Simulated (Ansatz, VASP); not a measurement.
One calculation of C, two programs

```
CELL_PARAMETERS angstrom
1.23250 0.71158 3.36139
-1.23250 0.71158 3.36139
0.00000 -1.42317 3.36139
ATOMIC_POSITIONS crystal
C 0.16304 0.16304 0.15250
C 0.83696 0.83696 0.84750
```

Change from the starting cell: mode 4 frozen in at -0.071 Å and mode 6 at +0.015 Å (largest displacements).

Alike in both runs: task single point; functional PBE; dispersion D3(BJ); k mesh 15 × 15 × 15; occupations gaussian, width 0.05 eV; no spin polarisation.

|  | VASP | Ansatz |
| --- | --- | --- |
| version | VASP 6.6.1 | Ansatz 0.2.0 |
| potentials or method | VASP PAW PBE potentials, release 64 (C), cutoff 520 eV | scalar-relativistic, plane waves, PAW |
| valence electrons in the cell | 8 | 8 |

```csv
,VASP,Ansatz,Ansatz less VASP
gap on the k mesh at the Fermi level (eV),0.58,0.58,0.000
least direct gap on the mesh (eV),0.58,0.58,0.000
pressure (GPa),-0.4,-0.8,-0.44
"traceless stress, the component that is largest in VASP (GPa)",4.38,4.06,-0.320
rms of the force components (eV/Å),1.606,1.609,+0.0030
```

Atom by atom the forces differ by 0.005 eV/Å (rms over components).
